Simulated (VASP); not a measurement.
# W (Im-3m) in VASP: single point with PBE

Aim: the single point of W with PBE.

Everything below comes from runs of VASP 6.6.1. Logs are shortened: lines on timing, memory, paths and dates and some standing lists are left out, and cuts for length are marked.

## (1) The cell of the first run

Symmetry: Im-3m, No. 229, cubic system. The conventional cell has a = 3.183 Å, b = 3.183 Å, c = 3.183 Å, α = 90.00°, β = 90.00°, γ = 90.00°. Within 3.6 Å of W (site symmetry m-3m) lie 14 W at 2.76 to 3.18 Å.

## (2) Single point, PBE

Input file INCAR:

```
  PREC = Accurate
  ENCUT = 520
  EDIFF = 1E-6
  ISMEAR = 0
  SIGMA = 0.05
  LREAL = F
  LASPH = T
  NELM = 60
  ALGO = Normal
  ISIF = 2
  LWAVE = F
  LCHARG = F
  GGA = PE
  NBANDS = 13
```

Input file KPOINTS:

```
Automatic mesh
0
Gamma
  18 18 18
```

Input file POSCAR:

```
W
1.0
   -1.5917076878      1.5917076878      1.5917076878
    1.5917076878     -1.5917076878      1.5917076878
    1.5917076878      1.5917076878     -1.5917076878
W
1
Direct
    0.0000000000      0.0000000000      0.0000000000
```

Potentials or basis: VASP PAW PBE potentials, release 64 (W_sv).

Started as:

```sh
$ cat potpaw_PBE.64/W_sv/POTCAR > POTCAR
$ mpirun -np 1 vasp_std > vasp.out
```

OUTCAR:

```text
PREC = Accurate
   ENCUT = 520
   EDIFF = 1E-6
   ISMEAR = 0
   LREAL = F
   LASPH = T
   NELM = 60
   ISIF = 2
   GGA = PE

 ion  position               nearest neighbor table
   1  0.000  0.000  0.000-

  LATTYP: Found a body centered cubic cell.
 ALAT       =     3.1834153756

  Lattice vectors:

 A1 = (  -1.5917076878,   1.5917076878,   1.5917076878)
 A2 = (   1.5917076878,  -1.5917076878,   1.5917076878)
 A3 = (   1.5917076878,   1.5917076878,  -1.5917076878)

Analysis of symmetry for initial positions (statically):
=====================================================================
 Subroutine PRICEL returns:
 Original cell was already a primitive cell.

 Routine SETGRP: Setting up the symmetry group for a
 body centered cubic supercell.

 Subroutine GETGRP returns: Found 48 space group operations
 (whereof 48 operations were pure point group operations)
 out of a pool of 48 trial point group operations.

The static configuration has the point symmetry O_h .

Analysis of symmetry for dynamics (positions and initial velocities):
=====================================================================
 Subroutine PRICEL returns:
 Original cell was already a primitive cell.

 Routine SETGRP: Setting up the symmetry group for a
 body centered cubic supercell.

 Subroutine GETGRP returns: Found 48 space group operations
 (whereof 48 operations were pure point group operations)
 out of a pool of 48 trial point group operations.

The dynamic configuration has the point symmetry O_h .

 Subroutine INISYM returns: Found 48 space group operations
 (whereof 48 operations are pure point group operations),
 and found     1 'primitive' translations

----------------------------------------------------------------------------------------

                                     Primitive cell

  volume of cell :      16.1306

  direct lattice vectors                    reciprocal lattice vectors
    -1.591707688  1.591707688  1.591707688     0.000000000  0.314128030  0.314128030
     1.591707688 -1.591707688  1.591707688     0.314128030  0.000000000  0.314128030
     1.591707688  1.591707688 -1.591707688     0.314128030  0.314128030  0.000000000

  length of vectors
     2.756918586  2.756918586  2.756918586     0.444244120  0.444244120  0.444244120

  position of ions in fractional coordinates (direct lattice)
     0.000000000  0.000000000  0.000000000

  ion indices of the primitive-cell ions
   primitive index   ion index
                 1           1

----------------------------------------------------------------------------------------

 KPOINTS: Automatic mesh

Automatic generation of k-mesh.
 Grid dimensions read from file:
 generate k-points for:   18   18   18

 Generating k-lattice:

  Cartesian coordinates                     Fractional coordinates (reciprocal lattice)
     0.000000000  0.017451557  0.017451557     0.055555556  0.000000000  0.000000000
     0.017451557  0.000000000  0.017451557     0.000000000  0.055555556  0.000000000
     0.017451557  0.017451557  0.000000000     0.000000000  0.000000000  0.055555556

  Length of vectors
     0.024680229  0.024680229  0.024680229

  Shift w.r.t. Gamma in fractional coordinates (k-lattice)
     0.000000000  0.000000000  0.000000000

 Subroutine IBZKPT returns following result:
 ===========================================

 Found    195 irreducible k-points:

 Following reciprocal coordinates:
            Coordinates               Weight
  0.000000  0.000000  0.000000      1.000000
  0.055556  0.000000  0.000000     12.000000
  0.111111  0.000000  0.000000     12.000000
  0.166667  0.000000  0.000000     12.000000
  0.222222  0.000000  0.000000     12.000000
  0.277778  0.000000  0.000000     12.000000
[... 16 lines left out ...]
  0.333333  0.111111  0.000000     48.000000
  0.388889  0.111111  0.000000     48.000000
 [... further k-points ...]
   k-points           NKPTS =    195   k-points in BZ     NKDIM =    195   number of bands    NBANDS=     13
   number of dos      NEDOS =    301   number of ions     NIONS =      1
   total plane-waves  NPLWV =  13824
   dimension x,y,z NGX =    24 NGY =   24 NGZ =   24
   dimension x,y,z NGXF=    48 NGYF=   48 NGZF=   48
   ions per type =               1
   NGX,Y,Z   is equivalent  to a cutoff of  14.47, 14.47, 14.47 a.u.
   NGXF,Y,Z  is equivalent  to a cutoff of  28.94, 28.94, 28.94 a.u.
 SYSTEM =  unknown system
   PREC   = accura    normal or accurate (medium, high low for compatibility)
   ISTART =      0    job   : 0-new  1-cont  2-samecut
   ICHARG =      2    charge: 1-file 2-atom 10-const
   ISPIN  =      1    spin polarized calculation?
   LNONCOLLINEAR =      F non collinear calculations
   LSORBIT =      F    spin-orbit coupling
   LASPH  =      T    aspherical Exc in radial PAW
   ENCUT  =  520.0 eV  38.22 Ry    6.18 a.u.   5.13  5.13  5.13*2*pi/ulx,y,z
   NELM   =     60;   NELMIN=  2; NELMDL= -5     # of ELM steps
   EDIFF  = 0.1E-05   stopping-criterion for ELM
   LREAL  =      F    real-space projection
   EDIFFG = 0.1E-04   stopping-criterion for IOM
   NSW    =      0    number of steps for IOM
   IBRION =     -1    ionic relax: 0-MD 1-quasi-New 2-CG
   NFREE  =      0    steps in history (QN), initial steepest desc. (CG)
   ISIF   =      2    stress and relaxation
   ISYM   =      2    0-nonsym 1-usesym 2-fastsym
   POTIM  = 0.5000    time-step for ionic-motion
   TEBEG  =    0.0;   TEEND  =   0.0 temperature during run
   PSTRESS=    0.0 pullay stress
   NELECT =      14.0000    total number of electrons
   NUPDOWN=      -1.0000    fix difference up-down
   EMIN   =  10.00;   EMAX   =-10.00  energy-range for DOS
   EFERMI =   0.00;   METHOD = LEGACY
   ISMEAR =     0;   SIGMA  =   0.05  broadening in eV -4-tet -1-fermi 0-gaus
   EFERMI_NEDOS =   21; number of points for ismear=-14 and -15
   IALGO  =     38    algorithm
   IMIX   =      4    mixing-type and parameters
     AMIX     =   0.40;   BMIX     =  1.00
     AMIX_MAG =   1.60;   BMIX_MAG =  1.00
  volume/ion in A,a.u.               =      16.13       108.85
  Fermi-wavevector in a.u.,A,eV,Ry     =   1.561592  2.950981 33.178747  2.438569
  Thomas-Fermi vector in A             =   2.664635
   LORBIT       =      0    0 simple, 1 ext, 2 COOP (PROOUT), +10 PAW based schemes
   GGA     = PE    functional components
   LHFCALC =     F    Hartree Fock is set to
   AEXX    =    0.0000 exact exchange contribution
   IVDW    =     0    specifies the selected vdW correction
   LEPSILON=     F    determine dielectric tensor
   LRPA    =     F    only Hartree local field effects (RPA)
 non-spin polarized calculation
 Gauss-broadening in eV      SIGMA  =   0.05
  energy-cutoff  :      520.00
  volume of cell :       16.13
 maximum number of plane-waves:       466
 NGX is ok and might be reduce to    24
   NGX = 11   NGY = 11   NGZ = 11

 number of electron      14.0000002 magnetization

 Free energy of the ion-electron system (eV)
  ---------------------------------------------------
  ext. energy  EPLUGINS =         0.00000000
  ---------------------------------------------------
  free energy    TOTEN  =       -12.94968691 eV

  energy without entropy =      -12.94863586  energy(sigma->0) =      -12.94916138

 E-fermi :  11.1895     XC(G=0): -13.5414

 val. band max:       11.1875989985   @ k =  -0.2778   0.3333   0.2222
 cond. band min:      11.2037931042   @ k =   0.5000   0.5000   0.2222
 fundamental gap:      0.0161941058
 Fermi energy:        11.1894632904

 k-point     1 :       0.0000    0.0000    0.0000
  band No.  band energies     occupation
      1     -63.0081      2.00000
      2     -26.5957      2.00000
      3     -26.5957      2.00000
      4     -26.5957      2.00000
      5       1.6522      2.00000
      6       9.9954      2.00000
      7       9.9954      2.00000
      8       9.9954      2.00000
      9      13.4154      0.00000
     10      13.4154      0.00000
     11      25.6693      0.00000
     12      25.6693      0.00000
     13      25.6693      0.00000

 k-point     2 :       0.0556    0.0000    0.0000
  band No.  band energies     occupation
      1     -63.0044      2.00000
      2     -26.6353      2.00000
      3     -26.6081      2.00000
      4     -26.5959      2.00000
      5       1.7989      2.00000
      6       9.9060      2.00000
      7       9.9756      2.00000
      8      10.1364      2.00000
      9      13.2717      0.00000
     10      13.4162      0.00000
     11      25.7948      0.00000
     12      25.9193      0.00000
     13      26.0276      0.00000

 k-point     3 :       0.1111    0.0000    0.0000
  band No.  band energies     occupation
      1     -62.9937      2.00000
      2     -26.7481      2.00000
      3     -26.6436      2.00000
      4     -26.5964      2.00000
      5       2.2234      2.00000
      6       9.6592      2.00000
      7       9.8896      2.00000
      8      10.5552      2.00000
      9      12.9631      0.00000
     10      13.4259      0.00000
     11      26.1081      0.00000
     12      26.6464      0.00000
     13      26.9401      0.00000
[... 305 lines left out ...]
 k-point    23 :       0.3333    0.1111    0.0000
  band No.  band energies     occupation
      1     -62.8942      2.00000
      2     -27.6528      2.00000
      3     -26.9835      2.00000
      4     -26.6543      2.00000
      5       5.4502      2.00000
      6       7.9965      2.00000
      7       9.8672      2.00000
      8      13.1000      0.00000
      9      14.2547      0.00000
     10      16.4503      0.00000
     11      23.0007      0.00000
     12      24.4194      0.00000
     13      28.7560      0.00000

 k-point    24 :       0.3889    0.1111    0.0000
  band No.  band energies     occupation
      1     -62.8839      2.00000
      2     -27.7363      2.00000
      3     -27.0248      2.00000
      4     -26.6557      2.00000
      5       5.4575      2.00000
      6       7.8575      2.00000
      7      10.5795      2.00000
      8      13.1814      0.00000
      9      14.4763      0.00000
     10      17.4704      0.00000
     11      21.8710      0.00000
     12      23.6701      0.00000
     13      27.7540      0.00000

 [... further k-points ...]

------------------------ aborting loop because EDIFF is reached ----------------------------------------

  FORCE on cell =-STRESS in cart. coord.  units (eV):
  Direction    XX          YY          ZZ          XY          YZ          ZX
  --------------------------------------------------------------------------------------
  -------------------------------------------------------------------------------------
  Total        0.0484739      0.0484739      0.0484739      0.0000000      0.0000000      0.0000000
  in kB        4.8146979      4.8146979      4.8146979      0.0000000      0.0000000      0.0000000
  external PRESSURE =       4.8146979 kB  Pullay stress =       0.0000000 kB

 VOLUME and BASIS-vectors are now :
 -----------------------------------------------------------------------------
  energy-cutoff  :      520.00
  volume of cell :       16.13
      direct lattice vectors                 reciprocal lattice vectors
    -1.591707688  1.591707688  1.591707688     0.000000000  0.314128030  0.314128030
     1.591707688 -1.591707688  1.591707688     0.314128030  0.000000000  0.314128030
     1.591707688  1.591707688 -1.591707688     0.314128030  0.314128030  0.000000000

 POSITION                                       TOTAL-FORCE (eV/Angst)
 -----------------------------------------------------------------------------------
      0.00000      0.00000      0.00000        -0.000000      0.000000      0.000000
 -----------------------------------------------------------------------------------
    total drift:                                0.000000      0.000000     -0.000000

  FREE ENERGIE OF THE ION-ELECTRON SYSTEM (eV)
  ---------------------------------------------------
  free  energy   TOTEN  =       -12.9496869117 eV

  energy  without entropy=      -12.9486358557  energy(sigma->0) =      -12.94916138
```

Run time: 23 s. Hardware: 1 thread of Intel Xeon Platinum 8259CL at 2.50GHz (Skylake/Cascade Lake), shared host; peak memory 0.17 GiB.

Results:

```
Free energy            : -12.9497 eV
Pressure               : 0.5 GPa
Band gap on the k mesh : zero (band 7 reaches 16.24 eV, above the bottom of band 8 at 10.00 eV)
```

Caveat: spin-orbit coupling is left out, which moves the levels of the heavy elements.
